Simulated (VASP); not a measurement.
Here is a VASP 6.6.1 calculation.

Contents of INCAR:

```
PREC = Accurate ; ENCUT = 520
EDIFF = 1E-6 ; ISMEAR = -1
SIGMA = 0.05 ; LREAL = F
LASPH = T ; NELM = 120
ALGO = Normal ; ISIF = 2
LWAVE = F ; LCHARG = F
GGA = PE ; NBANDS = 45
GGA_COMPAT = F
```

File KPOINTS:

```
regular mesh
0
Gamma
  2 2 2
```

Contents of POSCAR:

```
Al9N7
1.0
    0.0000000000      4.3679880000      4.3679880000
    4.3679880000      0.0000000000      4.3679880000
    4.3679880000      4.3679880000      0.0000000000
Al N
9 7
Direct
    0.0000000000      0.0000000000      0.0000000000
    0.3750000000      0.3750000000      0.3750000000
    0.0000000000      0.0000000000      0.5000000000
    0.0000000000      0.5000000000      0.0000000000
    0.0000000000      0.5000000000      0.5000000000
    0.5000000000      0.0000000000      0.0000000000
    0.5000000000      0.0000000000      0.5000000000
    0.5000000000      0.5000000000      0.0000000000
    0.5000000000      0.5000000000      0.5000000000
    0.3750000000      0.3750000000      0.8750000000
    0.3750000000      0.8750000000      0.3750000000
    0.3750000000      0.8750000000      0.8750000000
    0.8750000000      0.3750000000      0.3750000000
    0.8750000000      0.3750000000      0.8750000000
    0.8750000000      0.8750000000      0.3750000000
    0.8750000000      0.8750000000      0.8750000000
```

Potentials or basis: VASP PAW PBE potentials, release 64 (Al, N).

Launch:

```bash
$ cat potpaw_PBE.64/Al/POTCAR potpaw_PBE.64/N/POTCAR > POTCAR
$ mpirun -np 1 vasp_std > vasp.out
```

(1) What does it give for the largest force?

(2) Estimate the pressure.

Results:

(1) 11.164 eV/Å.

(2) 36.7 GPa.

Caveat: the k points lie up to 0.62 Å⁻¹ apart, too coarse for converged energies and pressures of a metal.
